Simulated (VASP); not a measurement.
Runs of VASP 6.6.1 on Be. The structure is that of space group P6_3/mmc (No. 194), or close to it. The cells are those of the table. 

```csv
task,level,potentials or basis,cell,gap on the mesh (eV),pressure (GPa)
single point,LDA,"VASP PAW LDA potentials, release 64 (Be)","a = 2.268, b = 2.268, c = 3.552 Å, angles 90.0, 90.0, 120.0°, 2 atoms",none,-5.3
single point,PBE,"VASP PAW PBE potentials, release 64 (Be)","a = 2.300, b = 2.300, c = 3.601 Å, angles 90.0, 90.0, 120.0°, 2 atoms",none,-4.6
electric field gradients,PBEsol,"VASP PAW PBE potentials, release 64 (Be)","a = 2.300, b = 2.300, c = 3.601 Å, angles 90.0, 90.0, 120.0°, 2 atoms",none,-5.4
single point,LDA,"VASP PAW LDA potentials, release 64 (Be)","a = 2.300, b = 2.300, c = 3.601 Å, angles 90.0, 90.0, 120.0°, 2 atoms",none,(a)
electric field gradients,r2SCAN,"VASP PAW PBE potentials, release 64 (Be)","a = 2.300, b = 2.300, c = 3.601 Å, angles 90.0, 90.0, 120.0°, 2 atoms",none,-4.6
```

Alike in all rows: no spin polarisation; k mesh 20 × 20 × 11; cutoff (eV) 520; smearing fermi-dirac 0.05 eV.

Q: Estimate the missing entries.

A: (a) -9.6.

Caveats: the PAW data sets were made with another functional, which shifts forces and pressure a little (some runs).

A gap of «none» marks levels without a gap at the run's occupations.
